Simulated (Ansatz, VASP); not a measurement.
**PtSe2: VASP beside Ansatz**

INCAR

```
SYSTEM = PtSe2
PREC = Accurate
ENCUT = 520
EDIFF = 1E-6
ISMEAR = 0
SIGMA = 0.15
LREAL = .False.
LASPH = .True.
NELM = 60
ALGO = Normal
ISIF = 2
LWAVE = .False.
LCHARG = .False.
GGA = PE
NBANDS = 18
```

KPOINTS

```
Automatic mesh
0
Gamma
  12 12 10
  0 0 0
```

The input POSCAR:

```
PtSe2
1.0
    3.4260805562      0.0000000000      0.0000000000
   -1.7130402781      2.9670727971      0.0000000000
    0.0000000000      0.0000000000      4.6570400000
Pt Se
1 2
Direct
    0.0000000000      0.0000000000      0.0000000000
    0.3333333333      0.6666666667      0.2500000000
    0.6666666667      0.3333333333      0.7500000000
```

Input for Ansatz:

```yaml
crystal:
  lattice:
    - [3.4260805562, 0.0, 0.0]
    - [-1.7130402781, 2.9670727971, 0.0]
    - [0.0, 0.0, 4.65704]
  atoms:
    - { symbol: Pt, position: [0.0, 0.0, 0.0] }
    - { symbol: Se, position: [0.3333333333, 0.6666666667, 0.25] }
    - { symbol: Se, position: [0.6666666667, 0.3333333333, 0.75] }
basis:
  ecutwfc: 420
kpoints:
  mp_grid: { grid: [12, 12, 10] }
hamiltonian:
  xc: pbe
scf:
  occupations: { method: gaussian, width: 0.15 }
output:
  forces: true
  stress: true
  eigenvalues: true
```

Change from the starting cell: strain -0.080 along x and y, -0.080 along z, atoms carried along.

Alike in both runs: task single point; functional PBE; k mesh 12 × 12 × 10; occupations gaussian, width 0.15 eV; no spin polarisation.

|  | VASP | Ansatz |
| --- | --- | --- |
| version | VASP 6.6.1 | Ansatz 0.2.0 |
| potentials or method | VASP PAW PBE potentials, release 64 (Pt, Se), cutoff 520 eV | scalar-relativistic, plane waves, PAW |
| valence electrons in the cell | 22 | 50 |

```tsv
	VASP	Ansatz	Ansatz less VASP
gap on the k mesh at the Fermi level (eV)	none	none	-
pressure (GPa)	72.4	71.9	-0.54
traceless stress, the component that is largest in VASP (GPa)	-17.19	-17.04	+0.151
rms of the force components (eV/Å)	2.549	2.526	-0.0234
```

Atom by atom the forces differ by 0.023 eV/Å (rms over components). A gap of «none» marks a metal or a gap that the smearing closes. Both programs put the cell under a high pressure, so it lies far from rest at this level. VASP's potentials hold 22 valence electrons a cell and Ansatz's 50, so a difference there can come from the potentials and not from the codes.

Spin-orbit coupling is off throughout. Noted on VASP's run: the cell as given lies far from equilibrium.
